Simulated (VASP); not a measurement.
# Gd (Im-3m) in VASP: a series of runs

The runs below take Gd through single point, with PBE.

Program: VASP 6.6.1. These are calculated values, not measurements. Logs are shortened: lines on timing, memory, paths and dates and some standing lists are left out, and cuts for length are marked.

## 1. The cell of the first run

It takes space group Im-3m (No. 229, cubic). Conventional cell: a = 3.421 Å, b = 3.421 Å, c = 3.421 Å, α = 90.00°, β = 90.00°, γ = 90.00°. Gd (site symmetry m-3m) has 14 Gd at 2.96 to 3.42 Å within 3.9 Å.

This isn't the form of Gd at room conditions, which is hcp.

## 2. Single point, PBE, collinear spin, ferromagnetic start (20.03 Å³/atom)

Contents of INCAR:

```
SYSTEM = Gd
  PREC = Accurate
  ENCUT = 520
  EDIFF = 1E-7
  ISMEAR = -1
  SIGMA = 0.08
  LREAL = .FALSE.
  LASPH = .TRUE.
  NELM = 150
  ALGO = Normal
  ISIF = 2
  LWAVE = .FALSE.
  LCHARG = .FALSE.
  ISPIN = 2
  MAGMOM = 7
  LORBIT = 11
  LMAXMIX = 6
  GGA = PE
  NBANDS = 19
```

Contents of KPOINTS:

```
regular mesh
0
G
  15 15 15
  0 0 0
```

Contents of POSCAR:

```
Gd
1.0
   -1.7107295052      1.7107295052      1.7107295052
    1.7107295052     -1.7107295052      1.7107295052
    1.7107295052      1.7107295052     -1.7107295052
Gd
1
Direct
    0.0000000000      0.0000000000      0.0000000000
```

Potentials or basis: VASP PAW PBE potentials, release 64 (Gd).

Launch:

```sh
> cat potpaw_PBE.64/Gd/POTCAR > POTCAR
> mpirun -np 1 vasp_std > vasp.out
```

OUTCAR:

```text
SYSTEM = Gd
   PREC = Accurate
   ENCUT = 520
   EDIFF = 1E-7
   ISMEAR = -1
   LREAL = .FALSE.
   LASPH = .TRUE.
   NELM = 150
   ISIF = 2
   ISPIN = 2
   LORBIT = 11
   GGA = PE

 ion  position               nearest neighbor table
   1  0.000  0.000  0.000-

  LATTYP: Found a body centered cubic cell.
 ALAT       =     3.4214590104

  Lattice vectors:

 A1 = (  -1.7107295052,   1.7107295052,   1.7107295052)
 A2 = (   1.7107295052,  -1.7107295052,   1.7107295052)
 A3 = (   1.7107295052,   1.7107295052,  -1.7107295052)

Analysis of symmetry for initial positions (statically):
=====================================================================
 Subroutine PRICEL returns:
 Original cell was already a primitive cell.

 Routine SETGRP: Setting up the symmetry group for a
 body centered cubic supercell.

 Subroutine GETGRP returns: Found 48 space group operations
 (whereof 48 operations were pure point group operations)
 out of a pool of 48 trial point group operations.

The static configuration has the point symmetry O_h .

Analysis of symmetry for dynamics (positions and initial velocities):
=====================================================================
 Subroutine PRICEL returns:
 Original cell was already a primitive cell.

 Routine SETGRP: Setting up the symmetry group for a
 body centered cubic supercell.

 Subroutine GETGRP returns: Found 48 space group operations
 (whereof 48 operations were pure point group operations)
 out of a pool of 48 trial point group operations.

The dynamic configuration has the point symmetry O_h .

Analysis of structural, dynamic, and magnetic symmetry:
=====================================================================
 Subroutine PRICEL returns:
 Original cell was already a primitive cell.

 Routine SETGRP: Setting up the symmetry group for a
 body centered cubic supercell.

 Subroutine GETGRP returns: Found 48 space group operations
 (whereof 48 operations were pure point group operations)
 out of a pool of 48 trial point group operations.

The overall configuration has the point symmetry O_h .

 Subroutine INISYM returns: Found 48 space group operations
 (whereof 48 operations are pure point group operations),
 and found     1 'primitive' translations

----------------------------------------------------------------------------------------

                                     Primitive cell

  volume of cell :      20.0265

  direct lattice vectors                    reciprocal lattice vectors
    -1.710729505  1.710729505  1.710729505     0.000000000  0.292272974  0.292272974
     1.710729505 -1.710729505  1.710729505     0.292272974  0.000000000  0.292272974
     1.710729505  1.710729505 -1.710729505     0.292272974  0.292272974  0.000000000

  length of vectors
     2.963070421  2.963070421  2.963070421     0.413336404  0.413336404  0.413336404

  position of ions in fractional coordinates (direct lattice)
     0.000000000  0.000000000  0.000000000

  ion indices of the primitive-cell ions
   primitive index   ion index
                 1           1

----------------------------------------------------------------------------------------

 KPOINTS: regular mesh

Automatic generation of k-mesh.
 Grid dimensions read from file:
 generate k-points for:   15   15   15

 Generating k-lattice:

  Cartesian coordinates                     Fractional coordinates (reciprocal lattice)
     0.000000000  0.019484865  0.019484865     0.066666667  0.000000000  0.000000000
     0.019484865  0.000000000  0.019484865     0.000000000  0.066666667  0.000000000
     0.019484865  0.019484865  0.000000000     0.000000000  0.000000000  0.066666667

  Length of vectors
     0.027555760  0.027555760  0.027555760

  Shift w.r.t. Gamma in fractional coordinates (k-lattice)
     0.000000000  0.000000000  0.000000000

 Subroutine IBZKPT returns following result:
 ===========================================

 Found    120 irreducible k-points:

 Following reciprocal coordinates:
            Coordinates               Weight
  0.000000  0.000000  0.000000      1.000000
  0.066667  0.000000  0.000000     12.000000
  0.133333  0.000000  0.000000     12.000000
  0.200000  0.000000  0.000000     12.000000
  0.266667  0.000000  0.000000     12.000000
  0.333333  0.000000  0.000000     12.000000
[... 16 lines left out ...]
  0.333333  0.200000  0.000000     48.000000
  0.400000  0.200000 -0.000000     24.000000
 [... further k-points ...]
   k-points           NKPTS =    120   k-points in BZ     NKDIM =    120   number of bands    NBANDS=     19
   number of dos      NEDOS =    301   number of ions     NIONS =      1
   total plane-waves  NPLWV =  13824
   dimension x,y,z NGX =    24 NGY =   24 NGZ =   24
   dimension x,y,z NGXF=    48 NGYF=   48 NGZF=   48
   ions per type =               1
   NGX,Y,Z   is equivalent  to a cutoff of  13.47, 13.47, 13.47 a.u.
   NGXF,Y,Z  is equivalent  to a cutoff of  26.93, 26.93, 26.93 a.u.
 SYSTEM =  Gd
   PREC   = accura    normal or accurate (medium, high low for compatibility)
   ISTART =      0    job   : 0-new  1-cont  2-samecut
   ICHARG =      2    charge: 1-file 2-atom 10-const
   ISPIN  =      2    spin polarized calculation?
   LNONCOLLINEAR =      F non collinear calculations
   LSORBIT =      F    spin-orbit coupling
   LASPH  =      T    aspherical Exc in radial PAW
   ENCUT  =  520.0 eV  38.22 Ry    6.18 a.u.   5.51  5.51  5.51*2*pi/ulx,y,z
   NELM   =    150;   NELMIN=  2; NELMDL= -5     # of ELM steps
   EDIFF  = 0.1E-06   stopping-criterion for ELM
   LREAL  =      F    real-space projection
   EDIFFG = 0.1E-05   stopping-criterion for IOM
   NSW    =      0    number of steps for IOM
   IBRION =     -1    ionic relax: 0-MD 1-quasi-New 2-CG
   NFREE  =      0    steps in history (QN), initial steepest desc. (CG)
   ISIF   =      2    stress and relaxation
   ISYM   =      2    0-nonsym 1-usesym 2-fastsym
   POTIM  = 0.5000    time-step for ionic-motion
   TEBEG  =    0.0;   TEEND  =   0.0 temperature during run
   PSTRESS=    0.0 pullay stress
   NELECT =      18.0000    total number of electrons
   NUPDOWN=      -1.0000    fix difference up-down
   EMIN   =  10.00;   EMAX   =-10.00  energy-range for DOS
   EFERMI =   0.00;   METHOD = LEGACY
   ISMEAR =    -1;   SIGMA  =   0.08  broadening in eV -4-tet -1-fermi 0-gaus
   EFERMI_NEDOS =   21; number of points for ismear=-14 and -15
   IALGO  =     38    algorithm
   IMIX   =      4    mixing-type and parameters
     AMIX     =   0.40;   BMIX     =  1.00
     AMIX_MAG =   1.60;   BMIX_MAG =  1.00
  volume/ion in A,a.u.               =      20.03       135.15
  Fermi-wavevector in a.u.,A,eV,Ry     =   1.579905  2.985588 33.961502  2.496100
  Thomas-Fermi vector in A             =   2.680213
   LORBIT       =     11    0 simple, 1 ext, 2 COOP (PROOUT), +10 PAW based schemes
   GGA     = PE    functional components
   LHFCALC =     F    Hartree Fock is set to
   AEXX    =    0.0000 exact exchange contribution
   IVDW    =     0    specifies the selected vdW correction
   LEPSILON=     F    determine dielectric tensor
   LRPA    =     F    only Hartree local field effects (RPA)
 spin polarized calculation
  energy-cutoff  :      520.00
  volume of cell :       20.03
 maximum number of plane-waves:       555
 NGX is ok and might be reduce to    24
   NGX = 11   NGY = 11   NGZ = 11

 number of electron      17.9999995 magnetization       7.4940081

 Free energy of the ion-electron system (eV)
  ---------------------------------------------------
  ext. energy  EPLUGINS =         0.00000000
  ---------------------------------------------------
  free energy    TOTEN  =       -10.53130727 eV

  energy without entropy =      -10.50061158  energy(sigma->0) =      -10.51595943

 E-fermi :   5.7840     XC(G=0): -12.4716

 val. band max:        5.7747722864   @ k =  -0.4000  -0.4000   0.1333
 cond. band min:       5.7866424957   @ k =  -0.3333   0.4000   0.1333
 fundamental gap:      0.0118702092
 Fermi energy:         5.7840433240

 spin component 1

 k-point     1 :       0.0000    0.0000    0.0000
  band No.  band energies     occupation
      1     -39.1051      1.00000
      2     -14.9851      1.00000
      3     -14.9851      1.00000
      4     -14.9851      1.00000
      5       0.6390      1.00000
      6       1.4587      1.00000
[... 11 lines left out ...]
     18      18.8691      0.00000
     19      18.8691      0.00000

 k-point     2 :       0.0667    0.0000    0.0000
  band No.  band energies     occupation
      1     -39.0843      1.00000
      2     -15.1406      1.00000
      3     -15.0279      1.00000
      4     -14.9876      1.00000
      5       0.8873      1.00000
      6       1.4622      1.00000
[... 476 lines left out ...]
 k-point    24 :       0.4000    0.2000   -0.0000
  band No.  band energies     occupation
      1     -38.5585      1.00000
      2     -17.6222      1.00000
      3     -16.3998      1.00000
      4     -15.3218      1.00000
      5       1.5620      1.00000
      6       1.5846      1.00000
[... 11 lines left out ...]
     18      18.7041      0.00000
     19      20.0776      0.00000

 [... further k-points ...]

 spin component 2

 k-point     1 :       0.0000    0.0000    0.0000
  band No.  band energies     occupation
      1     -35.9560      1.00000
      2     -12.4909      1.00000
      3     -12.4909      1.00000
      4     -12.4909      1.00000
      5       1.8504      1.00000
      6       6.5079      0.00012
[... 11 lines left out ...]
     18      20.2251      0.00000
     19      20.2251      0.00000

 k-point     2 :       0.0667    0.0000    0.0000
  band No.  band energies     occupation
      1     -35.9317      1.00000
      2     -12.6724      1.00000
      3     -12.5390      1.00000
      4     -12.4945      1.00000
      5       2.1182      1.00000
      6       6.4579      0.00022
[... 476 lines left out ...]
 k-point    24 :       0.4000    0.2000   -0.0000
  band No.  band energies     occupation
      1     -35.3104      1.00000
      2     -15.4850      1.00000
      3     -14.1010      1.00000
      4     -12.8845      1.00000
      5       4.5637      1.00000
      6       6.1023      0.01838
[... 11 lines left out ...]
     18      20.3682      0.00000
     19      21.6482      0.00000

 [... further k-points ...]

------------------------ aborting loop because EDIFF is reached ----------------------------------------

  FORCE on cell =-STRESS in cart. coord.  units (eV):
  Direction    XX          YY          ZZ          XY          YZ          ZX
  --------------------------------------------------------------------------------------
  -------------------------------------------------------------------------------------
  Total        4.7670076      4.7670076      4.7670076     -0.0000000      0.0000000     -0.0000000
  in kB      381.3751556    381.3751556    381.3751556     -0.0000000      0.0000000     -0.0000000
  external PRESSURE =     381.3751556 kB  Pullay stress =       0.0000000 kB

 VOLUME and BASIS-vectors are now :
 -----------------------------------------------------------------------------
  energy-cutoff  :      520.00
  volume of cell :       20.03
      direct lattice vectors                 reciprocal lattice vectors
    -1.710729505  1.710729505  1.710729505     0.000000000  0.292272974  0.292272974
     1.710729505 -1.710729505  1.710729505     0.292272974  0.000000000  0.292272974
     1.710729505  1.710729505 -1.710729505     0.292272974  0.292272974  0.000000000

 POSITION                                       TOTAL-FORCE (eV/Angst)
 -----------------------------------------------------------------------------------
      0.00000      0.00000      0.00000        -0.000000     -0.000000      0.000000
 -----------------------------------------------------------------------------------
    total drift:                               -0.000000      0.000000      0.000000

  FREE ENERGIE OF THE ION-ELECTRON SYSTEM (eV)
  ---------------------------------------------------
  free  energy   TOTEN  =       -10.5313072690 eV

  energy  without entropy=      -10.5006115849  energy(sigma->0) =      -10.51595943

 total charge

# of ion       s       p       d       f       tot
--------------------------------------------------
    1        2.100   5.523   0.976   6.992  15.591

 magnetization (x)

# of ion       s       p       d       f       tot
--------------------------------------------------
    1        0.013  -0.041   0.291   6.741   7.003
```

Wall time 6 min (1 thread of Oxide Virtual Turin-like, shared host); peak memory 0.18 GiB.

Results:

| Property | Result |
| --- | --- |
| Free energy | -10.5313 eV |
| Pressure | 38.1 GPa |
| Net moment | 7.49 μB per cell |
| Site moments | Gd +7.00 μB |
| Valence electrons inside the program's atomic spheres | Gd 15.59 |

Levels at points of the mesh, in eV from the Fermi level:
Spin up:
```csv
k point,band 9,band 10,band 11,band 12,band 13,band 14,band 15,band 16,band 17,band 18
"(0.00, 0.00, 0.00)",-3.86,-3.86,-3.86,-3.74,1.62,1.62,1.62,5.23,5.23,13.09
```
Spin down:
```csv
k point,band 2,band 3,band 4,band 5,band 6,band 7,band 8,band 9
"(0.00, 0.00, 0.00)",-18.27,-18.27,-18.27,-3.93,0.72,0.72,0.72,1.59
```

Caveat: the cell stands under pressure; spin-orbit coupling is left out, which moves the levels of the heavy elements; semilocal functionals describe open f shells poorly, which spoils levels, moments and volumes. The state reached can hang on the start; a lower one may exist.

## 3. Single point, PBE, collinear spin, ferromagnetic start (20.03 Å³/atom)

Contents of INCAR:

```
  ALGO = Normal
  EDIFF = 1E-6
  ENCUT = 520
  GGA = PE
  ISIF = 2
  ISMEAR = -1
  ISPIN = 2
  LASPH = True
  LCHARG = False
  LMAXMIX = 6
  LORBIT = 11
  LREAL = False
  LWAVE = False
  MAGMOM = 7
  NBANDS = 19
  NELM = 150
  PREC = Accurate
  SIGMA = 0.08
```

Contents of KPOINTS:

```
k-points
0
Gamma
  15 15 15
```

POSCAR is that of step 2.

Potentials or basis: VASP PAW PBE potentials, release 64 (Gd).

Launch:

```sh
> cat potpaw_PBE.64/Gd/POTCAR > POTCAR
> mpirun -np 1 vasp_std > vasp.out
```

OUTCAR:

```text
EDIFF = 1E-6
   ENCUT = 520
   GGA = PE
   ISIF = 2
   ISMEAR = -1
   ISPIN = 2
   LASPH = True
   LORBIT = 11
   LREAL = False
   NELM = 150
   PREC = Accurate

 ion  position               nearest neighbor table
   1  0.000  0.000  0.000-

  LATTYP: Found a body centered cubic cell.
 ALAT       =     3.4214590104

  Lattice vectors:

 A1 = (  -1.7107295052,   1.7107295052,   1.7107295052)
 A2 = (   1.7107295052,  -1.7107295052,   1.7107295052)
 A3 = (   1.7107295052,   1.7107295052,  -1.7107295052)
[... 1263 lines left out ...]
  -------------------------------------------------------------------------------------
  Total        4.7707477      4.7707477      4.7707477     -0.0000000      0.0000000     -0.0000000
  in kB      381.6743757    381.6743757    381.6743757     -0.0000000      0.0000000     -0.0000000
  external PRESSURE =     381.6743757 kB  Pullay stress =       0.0000000 kB

 VOLUME and BASIS-vectors are now :
 -----------------------------------------------------------------------------
  energy-cutoff  :      520.00
  volume of cell :       20.03
      direct lattice vectors                 reciprocal lattice vectors
    -1.710729505  1.710729505  1.710729505     0.000000000  0.292272974  0.292272974
     1.710729505 -1.710729505  1.710729505     0.292272974  0.000000000  0.292272974
     1.710729505  1.710729505 -1.710729505     0.292272974  0.292272974  0.000000000

 POSITION                                       TOTAL-FORCE (eV/Angst)
 -----------------------------------------------------------------------------------
      0.00000      0.00000      0.00000        -0.000000      0.000000     -0.000000
 -----------------------------------------------------------------------------------
    total drift:                               -0.000000     -0.000000      0.000000

  FREE ENERGIE OF THE ION-ELECTRON SYSTEM (eV)
  ---------------------------------------------------
  free  energy   TOTEN  =       -10.5313072092 eV

  energy  without entropy=      -10.5006177207  energy(sigma->0) =      -10.51596246

 total charge

# of ion       s       p       d       f       tot
--------------------------------------------------
    1        2.100   5.523   0.976   6.992  15.591

 magnetization (x)

# of ion       s       p       d       f       tot
--------------------------------------------------
    1        0.013  -0.041   0.291   6.741   7.003
```

OSZICAR:

```text
N       E                     dE             d eps       ncg     rms          rms(c)
DAV:   1     0.852814774711E+02    0.85281E+02   -0.61937E+03 11551   0.492E+03
DAV:   2     0.301187070163E+01   -0.82270E+02   -0.71489E+02 11290   0.346E+02
DAV:   3    -0.764566037234E+01   -0.10658E+02   -0.10300E+02 13552   0.977E+01
[... 16 lines left out ...]
DAV:  20    -0.105313966013E+02    0.30307E-03   -0.44098E-04 14827   0.373E-01    0.302E-01
DAV:  21    -0.105313041580E+02    0.92443E-04   -0.36278E-04 13882   0.665E-01    0.445E-01
DAV:  22    -0.105313099937E+02   -0.58357E-05   -0.85498E-05 15065   0.269E-01    0.714E-02
DAV:  23    -0.105313105451E+02   -0.55144E-06   -0.15543E-05 13797   0.354E-02    0.516E-02
DAV:  24    -0.105313075032E+02    0.30419E-05   -0.20870E-05 10919   0.168E-01    0.597E-02
DAV:  25    -0.105313072092E+02    0.29405E-06   -0.11663E-06  9016   0.193E-02
   1 F= -.10531307E+02 E0= -.10515962E+02  d E =-.306895E-01  mag=     7.4940
```

stdout:

```text
POSCAR found type information on POSCAR Gd
 POSCAR found :  1 types and       1 ions
 scaLAPACK will be used
 LDA part: xc-table for (Slater+PW92), standard interpolation
 POSCAR, INCAR and KPOINTS ok, starting setup
 FFT: planning ... GRIDC
 FFT: planning ... GRID_SOFT
 FFT: planning ... GRID
 WAVECAR not read
 entering main loop
```

Run time: 5.9 min. Hardware: 1 thread of Oxide Virtual Turin-like, shared host; peak memory 0.18 GiB.

What came out:

* Free energy: -10.5313 eV
* Pressure: 38.2 GPa
* Net moment: 7.49 μB per cell
* Site moments: Gd +7.00 μB
* Valence electrons inside the program's atomic spheres: Gd 15.59

Caveat: the cell stands under pressure; spin-orbit coupling is left out, which moves the levels of the heavy elements; semilocal functionals describe open f shells poorly, which spoils levels, moments and volumes. The state reached can hang on the start; a lower one may exist.

## 4. Single point, PBE, collinear spin, ferromagnetic start (22.70 Å³/atom)

This run uses another cell than the first one, of 22.70 Å³/atom.

Contents of INCAR:

```
SYSTEM = Gd
ALGO = Normal
EDIFF = 1E-6
ENCUT = 520
GGA = PE
ISIF = 2
ISMEAR = -1
ISPIN = 2
LASPH = .True.
LCHARG = .False.
LMAXMIX = 6
LORBIT = 11
LREAL = .False.
LWAVE = .False.
MAGMOM = 7
NBANDS = 19
NELM = 150
PREC = Accurate
SIGMA = 0.08
```

Contents of KPOINTS:

```
k-points
0
Gamma
  15 15 15
  0 0 0
```

Contents of POSCAR:

```
Gd
1.0
   -1.7836127432      1.7836127432      1.7836127432
    1.7836127432     -1.7836127432      1.7836127432
    1.7836127432      1.7836127432     -1.7836127432
Gd
1
Direct
    0.0000000000      0.0000000000      0.0000000000
```

Launch:

```sh
> cat potpaw_PBE.64/Gd/POTCAR > POTCAR
> mpirun -np 1 vasp_std > vasp.out
```

Run time: 6 min. Hardware: 1 thread of Oxide Virtual Turin-like, shared host; peak memory 0.19 GiB.

The run converged. Its results:

```yaml
Free_energy: -11.0394 eV
Pressure: 23.6 GPa
Net_moment: 7.53 μB per cell
Site_moments: Gd +7.01 μB
Valence_electrons_inside_the_program's_atomic_spheres: Gd 15.46
```

Levels at points of the mesh, in eV from the Fermi level:
Spin up:
```csv
k point,band 11,band 12,band 13,band 14,band 15,band 16
"(0.00, 0.00, 0.00)",-4.10,-4.02,1.55,1.55,1.55,4.79
```
Spin down:
```csv
k point,band 2,band 3,band 4,band 5,band 6,band 7,band 8,band 9
"(0.00, 0.00, 0.00)",-18.75,-18.75,-18.75,-4.21,0.70,0.70,0.70,1.36
```

Caveat: the cell stands under pressure; spin-orbit coupling is left out, which moves the levels of the heavy elements; semilocal functionals describe open f shells poorly, which spoils levels, moments and volumes.
